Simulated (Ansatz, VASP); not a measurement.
## One calculation of NaI, two programs

Contents of INCAR:

```
PREC = Accurate
ENCUT = 600
EDIFF = 1E-6
ISMEAR = 0
SIGMA = 0.02
LREAL = False
LASPH = True
NELM = 60
ALGO = Normal
ISIF = 3
LWAVE = False
LCHARG = False
GGA = PE
IBRION = 2
NSW = 100
EDIFFG = -0.01
```

Contents of KPOINTS:

```
regular mesh
0
Gamma
  6 6 2
```

Contents of POSCAR:

```
NaI
1.0
    4.5596832365      0.0000000000      0.0000000000
   -2.2798416183      3.9488015160      0.0000000000
    0.0000000000      0.0000000000     15.1743386612
Na I
4 4
Direct
    0.6666666667      0.3333333333      0.1235331098
    0.6666666667      0.3333333333      0.3764668902
    0.3333333333      0.6666666667      0.6235331098
    0.3333333333      0.6666666667      0.8764668902
    0.0000000000      0.0000000000      0.0000000000
    0.3333333333      0.6666666667      0.2500000000
    0.0000000000      0.0000000000      0.5000000000
    0.6666666667      0.3333333333      0.7500000000
```

Input for Ansatz:

```yaml
crystal:
  lattice:
    - [4.5596832365, 0.0, 0.0]
    - [-2.2798416183, 3.948801516, 0.0]
    - [0.0, 0.0, 15.1743386612]
  atoms:
    - { symbol: Na, position: [0.6666666667, 0.3333333333, 0.1235331098] }
    - { symbol: Na, position: [0.6666666667, 0.3333333333, 0.3764668902] }
    - { symbol: Na, position: [0.3333333333, 0.6666666667, 0.6235331098] }
    - { symbol: Na, position: [0.3333333333, 0.6666666667, 0.8764668902] }
    - { symbol: I, position: [0.0, 0.0, 0.0] }
    - { symbol: I, position: [0.3333333333, 0.6666666667, 0.25] }
    - { symbol: I, position: [0.0, 0.0, 0.5] }
    - { symbol: I, position: [0.6666666667, 0.3333333333, 0.75] }
basis:
  ecutwfc: 420
kpoints:
  mp_grid: { grid: [6, 6, 2] }
hamiltonian:
  xc: pbe
scf:
  occupations: { method: gaussian, width: 0.02 }
output:
  forces: true
  stress: true
  eigenvalues: true
  write_density: true
  write_potential: true
  elf: true
  volumetric_format: npy
relax:
  adjacent_minimum: "off"
  f_tol: 0.01
  max_steps: 80
  cell: { stress_tol: 0.05 }
```

Alike in both runs: task relaxation of cell and atoms; functional PBE; k mesh 6 × 6 × 2; occupations gaussian, width 0.02 eV; no spin polarisation.

|  | VASP | Ansatz |
| --- | --- | --- |
| version | VASP 6.6.1 | Ansatz 0.2.0 |
| potentials or method | VASP PAW PBE potentials, release 64 (Na_pv, I), cutoff 600 eV | scalar-relativistic, plane waves, PAW |
| valence electrons in the cell | 56 | 104 |

|  | VASP | Ansatz | Ansatz less VASP |
| --- | --- | --- | --- |
| gap on the k mesh at the Fermi level, each at its own relaxed structure (eV) | 3.52 | 3.52 | +0.002 |
| relaxed volume (Å³/atom) | 34.80 | 34.80 | +0.001 |
| relaxed length of the cell vector where the two differ most in proportion (Å) | 15.280 | 15.290 | +0.0094 |

VASP's potentials hold 56 valence electrons a cell and Ansatz's 104, so a difference there can come from the potentials and not from the codes.

Spin-orbit coupling is off throughout.
